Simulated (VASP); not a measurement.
Set up this calculation in VASP 6.6.1, as the native input.

* Task: dielectric tensor
* Functional: PBE
* Dispersion: D3(BJ)
* Potentials or basis: VASP PAW PBE potentials, release 64 (Ba_sv, Te)
* Cutoff: 400 eV
* k mesh: 4 × 4 × 4, shifted
* Occupations: gaussian, width 0.01 eV
* Spin: no spin polarisation
* Dipole correction: no
* Further INCAR settings: ALGO = Normal; EDIFF = 1e-08; ISYM = -1

The structure of BaTe lies in POSCAR:

```
BaTe
1.0
    4.8224680000      0.0000000000      0.0000000000
    2.4112340000      4.1763797969      0.0000000000
    2.4112340000      1.3921265990      3.9375286336
Ba Te
1 1
Direct
    0.0000000000      0.0000000000      0.0000000000
    0.5000000000      0.5000000000      0.5000000000
```

The input as run:

INCAR

```
SYSTEM = BaTe
  ALGO = Normal
  EDIFF = 1E-8
  ENCUT = 400
  GGA = PE
  GGA_COMPAT = .False.
  ISIF = 2
  ISMEAR = 0
  ISYM = -1
  IVDW = 12
  LASPH = .True.
  LCHARG = .False.
  LEPSILON = .True.
  LREAL = .False.
  LWAVE = .False.
  NELM = 120
  PREC = Accurate
  SIGMA = 0.01
```

KPOINTS

```
explicit points
32
Reciprocal
  0.12500000   0.12500000   0.12500000 2
  0.12500000   0.12500000   0.37500000 2
  0.12500000   0.12500000   0.62500000 2
  0.12500000   0.12500000   0.87500000 2
  0.12500000   0.37500000   0.12500000 2
  0.12500000   0.37500000   0.37500000 2
  0.12500000   0.37500000   0.62500000 2
  0.12500000   0.37500000   0.87500000 2
  0.12500000   0.62500000   0.12500000 2
  0.12500000   0.62500000   0.37500000 2
  0.12500000   0.62500000   0.62500000 2
  0.12500000   0.62500000   0.87500000 2
  0.12500000   0.87500000   0.12500000 2
  0.12500000   0.87500000   0.37500000 2
  0.12500000   0.87500000   0.62500000 2
  0.12500000   0.87500000   0.87500000 2
  0.37500000   0.12500000   0.12500000 2
  0.37500000   0.12500000   0.37500000 2
  0.37500000   0.12500000   0.62500000 2
  0.37500000   0.12500000   0.87500000 2
  0.37500000   0.37500000   0.12500000 2
  0.37500000   0.37500000   0.37500000 2
  0.37500000   0.37500000   0.62500000 2
  0.37500000   0.37500000   0.87500000 2
  0.37500000   0.62500000   0.12500000 2
  0.37500000   0.62500000   0.37500000 2
  0.37500000   0.62500000   0.62500000 2
  0.37500000   0.62500000   0.87500000 2
  0.37500000   0.87500000   0.12500000 2
  0.37500000   0.87500000   0.37500000 2
  0.37500000   0.87500000   0.62500000 2
  0.37500000   0.87500000   0.87500000 2
```

Potentials or basis: VASP PAW PBE potentials, release 64 (Ba_sv, Te).

Command:

```sh
$ cat potpaw_PBE.64/Ba_sv/POTCAR potpaw_PBE.64/Te/POTCAR > POTCAR
$ mpirun -np 1 vasp_std > vasp.out
```

It gave:

| Property | Result |
| --- | --- |
| Band gap on the k mesh | 2.01 eV (least direct gap 2.27 eV) |
| Electronic dielectric tensor (diagonal) | 6.09, 6.59, 6.72 |
| Born charges (mean of the diagonal) | Ba +2.56; Te -2.56 e |
| Dispersion energy per atom | -0.339 eV |

Caveat: three body term missing; spin-orbit coupling is left out, which moves the levels of the heavy elements; a shifted mesh leaves out Γ, where band edges can lie.

Run time: 100 s on 1 thread of Intel(R) Xeon(R) 6975P-C (Granite Rapids), with other jobs on the host, peak memory 0.23 GiB.
